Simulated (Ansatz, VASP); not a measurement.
**EuH4N2 in VASP and in Ansatz**

```
CELL_PARAMETERS angstrom
9.41000 0.00000 0.00000
0.00000 11.30000 0.00000
0.00000 0.00000 14.82000
ATOMIC_POSITIONS crystal
Eu 0.47840 0.60145 0.50088
N 0.50659 0.48798 0.62924
N 0.48640 0.48908 0.37098
H 0.50816 0.50862 0.69648
H 0.52200 0.39823 0.62845
H 0.50212 0.39931 0.37209
H 0.47821 0.50815 0.30364
```

Alike in both runs: task single point; functional PBE; k mesh 1 × 1 × 1; occupations gaussian, width 0.01 eV; collinear spin; Hubbard terms Eu f U = 5.0 eV.

|  | VASP | Ansatz |
| --- | --- | --- |
| version | VASP 6.6.1 | Ansatz 0.2.0 |
| potentials or method | VASP PAW PBE potentials, release 64 (Eu, N, H), cutoff 520 eV | scalar-relativistic, plane waves, PAW |
| valence electrons in the cell | 31 | 31 |

VASP gave:

* gap on the k mesh at the Fermi level (eV): 1.56
* rms of the force components (eV/Å): 0.120
* net moment per atom (μB): 1.00
* size of the moment on the site where the two differ most (μB): 6.75

Question: What did Ansatz give for the same quantities?

Answer: gap on the k mesh at the Fermi level (eV): 1.75; rms of the force components (eV/Å): 0.132; net moment per atom (μB): 1.00; size of the moment on the site where the two differ most (μB): 6.65.

Site moments also hang on the region over which each program counts them. The programs project onto different local orbitals, so the same U acts differently, and such runs can settle in different states.

Neither program's run includes spin-orbit coupling.
